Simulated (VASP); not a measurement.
# Y: single point with PBEsol

The system is Y.

```
Y
1.0
     4.78187   -2.68230   -0.04715
     4.78187    2.68230   -0.04715
    -0.03804    0.00000    3.45705
Y
3
Direct
  0.32563 0.32563 0.08843
  0.00000 0.00000 0.50000
  0.67437 0.67437 0.91157
```

This cell differs from its parent crystal: Sc replaced by Y, lengths x 1.071, strained.

```json
{"Program": "VASP 6.6.1", "Task": "single point", "Functional": "PBEsol", "Potentials or basis": "VASP PAW PBE potentials, release 64 (Y_sv)", "Cutoff": "500 eV", "k mesh": "10 × 10 × 12", "Occupations": "gaussian, width 0.1 eV", "Spin": "no spin polarisation"}
```

The pressure is 2.1 GPa. The largest force is 0.573 eV/Å and the band gap on the k mesh is zero (an odd number of electrons rules out a gap without spin polarisation).

Forces on the atoms (eV/Å):
```
Y    0.497  0.000 -0.283
Y    0.000  0.000  0.000
Y   -0.497  0.000  0.283
```

Stress tensor (GPa, compression positive):
```
1.53 0.00 0.59
0.00 3.77 0.00
0.59 0.00 0.93
```

Levels at points of the mesh, in eV from the Fermi level:
```csv
k point,band 13,band 14,band 15,band 16,band 17,band 18,band 19,band 20,band 21,band 22
"(0.00, 0.00, 0.00)",-4.86,-1.02,-0.03,-0.01,0.08,0.10,0.32,1.78,1.84,2.25
"(0.50, 0.00, 0.00)",-2.80,-2.69,-2.05,0.23,0.24,0.50,1.02,1.33,1.41,2.24
"(0.50, 0.50, 0.00)",-2.83,-2.79,-1.99,0.44,0.44,0.62,0.68,1.23,1.54,2.25
"(0.00, 0.00, 0.50)",-1.67,-1.61,-1.49,-1.22,-0.46,-0.43,0.57,0.93,3.39,3.76
"(0.50, 0.00, 0.50)",-2.00,-1.20,-0.81,-0.45,-0.42,0.19,0.54,1.21,1.47,2.60
"(0.50, 0.50, 0.50)",-2.04,-1.24,-0.89,-0.43,-0.22,0.42,0.66,0.98,1.32,2.87
```

Run time: 3.7 min on 1 thread of Intel(R) Xeon(R) 6975P-C (Granite Rapids) (shared host), peak memory 0.65 GiB.

Caveat: the cell differs from its parent crystal (Sc replaced by Y, lengths x 1.071, strained); the PAW data sets were made with another functional, which shifts forces and pressure a little.
